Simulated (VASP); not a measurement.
A run of VASP 6.6.1 is set up as follows.

Contents of INCAR:

```
PREC     = Accurate       # precision mode
ENCUT    = 520            # plane-wave cutoff, eV
EDIFF    = 1E-7           # SCF threshold, eV
ISMEAR   = -1             # smearing method
SIGMA    = 0.1            # smearing width, eV
LREAL    = False          # projectors in reciprocal space
LASPH    = True           # aspherical terms in the spheres
NELM     = 60             # most SCF steps
ALGO     = Normal         # electronic algorithm
ISIF     = 2              # what is computed and relaxed
LWAVE    = False          # write WAVECAR
LCHARG   = False          # write CHGCAR
GGA      = CA             # functional
NBANDS   = 21             # bands
```

The input KPOINTS:

```
Automatic mesh
0
Gamma
  8 8 5
```

POSCAR

```
ZrH
1.0
    3.1674081281      0.0000000000      0.0000000000
    0.0000000000      3.1674081281      0.0000000000
    0.0000000000      0.0000000000      4.9654034212
Zr H
2 2
Direct
    0.0000000000      0.5000000000      0.0000000000
    0.5000000000      0.0000000000      0.5000000000
    0.0000000000      0.0000000000      0.7500000000
    0.0000000000      0.0000000000      0.2500000000
```

Potentials or basis: VASP PAW LDA potentials, release 64 (Zr_sv, H).

Run with:

```console
$ cat potpaw_LDA.64/Zr_sv/POTCAR potpaw_LDA.64/H/POTCAR > POTCAR
$ mpirun -np 1 vasp_std > vasp.out
```

(1) Predict the band gap on the k mesh.

(2) What does it give for the pressure?

Answers

(1) zero (bands 13 and 14 overlap by 0.63 eV).

(2) 0.2 GPa.
